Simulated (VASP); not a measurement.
Wanted: the native input for a VASP 6.6.1 run.

```
Task                   : relaxation of cell and atoms
Functional             : LDA
Potentials or basis    : VASP PAW LDA potentials, release 64 (Cd)
Cutoff                 : 500 eV
k mesh                 : 18 × 18 × 18
Occupations            : gaussian, width 0.05 eV
Spin                   : no spin polarisation
Target pressure        : 20 GPa
Dipole correction      : no
Further INCAR settings : ALGO = Normal; EDIFF = 1e-07; IBRION = 2; EDIFFG = -0.02; NSW = 60; ISIF = 3
```

The structure of Cd lies in POSCAR:

```
Cd
1.0
    0.0000000000      2.2100000000      2.2100000000
    2.2100000000      0.0000000000      2.2100000000
    2.2100000000      2.2100000000      0.0000000000
Cd
1
Direct
    0.0000000000      0.0000000000      0.0000000000
```

This isn't the form of Cd at room conditions, which is hcp.

The input as run:

INCAR

```
  PREC = Accurate
  ENCUT = 500
  EDIFF = 1E-7
  ISMEAR = 0
  SIGMA = 0.05
  LREAL = False
  LASPH = True
  NELM = 120
  ALGO = Normal
  ISIF = 3
  LWAVE = False
  LCHARG = False
  GGA = CA
  IBRION = 2
  NSW = 60
  EDIFFG = -0.02
  PSTRESS = 200.0
  GGA_COMPAT = False
  NELMIN = 4
```

KPOINTS

```
regular mesh
0
Gamma
  18 18 18
```

Potentials or basis: VASP PAW LDA potentials, release 64 (Cd).

The run is started by

```sh
$ cat potpaw_LDA.64/Cd/POTCAR > POTCAR
$ mpirun -np 1 vasp_std > vasp.out
```

Results of the run:

```
Relaxed volume                                             : 16.86 Å³/atom
Relaxed cell                                               : a = 2.878 Å, b = 2.878 Å, c = 2.878 Å, α = 60.00°, β = 60.00°, γ = 60.00°
Space group after relaxing (to 0.1 Å)                      : Fm-3m (No. 225)
Energy change on relaxing (the run minimises the enthalpy) : +148.3 meV/atom
Ionic steps                                                : 5
Pressure after relaxing                                    : 20.0 GPa
Band gap on the k mesh                                     : zero (bands 6 and 7 overlap by 2.51 eV)
```

Caveat: the cell is relaxed towards a set pressure, so the run minimises the enthalpy, not the energy; the volume moved by over 15 % at a fixed basis, so the end points are rough.

Wall time 32 s on 1 thread of Intel(R) Xeon(R) 6975P-C (Granite Rapids) (shared host), peak memory 0.17 GiB.
